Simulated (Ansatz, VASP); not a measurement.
**One calculation of Na, two programs**

The input INCAR:

```
SYSTEM = Na
  PREC = Accurate
  ENCUT = 520
  EDIFF = 1E-6
  ISMEAR = -1
  SIGMA = 0.1
  LREAL = .False.
  LASPH = .True.
  NELM = 60
  ALGO = Normal
  ISIF = 2
  LWAVE = .False.
  LCHARG = .True.
  LELF = .True.
  LVHAR = .True.
  NBANDS = 14
```

KPOINTS

```
Automatic mesh
0
Gamma
  11 11 6
  0 0 0
```

The input POSCAR:

```
Na
1.0
    3.4682648372      0.0000000000      0.0000000000
   -1.7341324186      3.0036054560      0.0000000000
    0.0000000000      0.0000000000      5.6626560182
Na
2
Direct
    0.3333333333      0.6666666667      0.2500000000
    0.6666666667      0.3333333333      0.7500000000
```

Input for Ansatz:

```yaml
crystal:
  lattice:
    - [3.4682648372, 0.0, 0.0]
    - [-1.7341324186, 3.003605456, 0.0]
    - [0.0, 0.0, 5.6626560182]
  atoms:
    - { symbol: Na, position: [0.3333333333, 0.6666666667, 0.25] }
    - { symbol: Na, position: [0.6666666667, 0.3333333333, 0.75] }
hamiltonian:
  xc: lda
  pseudopotentials:
    kind: paw
    azcp:
      Na: "pseudopotentials/Na.paw.azcp"
basis:
  ecutwfc: 420
  fft_grid_basis: typed
kpoints:
  mp_grid: { grid: [11, 11, 6], shift: [0, 0, 0] }
magnetization:
  spin_polarized: false
scf:
  occupations: { method: fermi_dirac, width: 0.1 }
  lower_state_search: "off"
output:
  stress: true
  write_density: true
  write_potential: true
  elf: true
  volumetric_format: npy
```

Alike in both runs: task single point; functional LDA; k mesh 11 × 11 × 6; occupations fermi-dirac, width 0.1 eV; no spin polarisation.

```csv
,VASP,Ansatz
version,VASP 6.6.1,Ansatz 0.2.0
potentials or method,"VASP PAW LDA potentials, release 64 (Na_pv), cutoff 520 eV","plane waves (420 eV) with PAW, scalar-relativistic"
valence electrons in the cell,14,18
```

|  | VASP | Ansatz | Ansatz less VASP |
| --- | --- | --- | --- |
| pressure (GPa) | 1.4 | 1.4 | 0.00 |
| traceless stress, the component that is largest in VASP (GPa) | 0.18 | 0.18 | -0.001 |

Ansatz warns that its potentials were made for another functional, while VASP's fit it. LDA's correlation is that of Perdew and Zunger in VASP and of Perdew and Wang (1992) in Ansatz. VASP's potentials hold 14 valence electrons a cell and Ansatz's 18, so a difference there can come from the potentials and not from the codes.
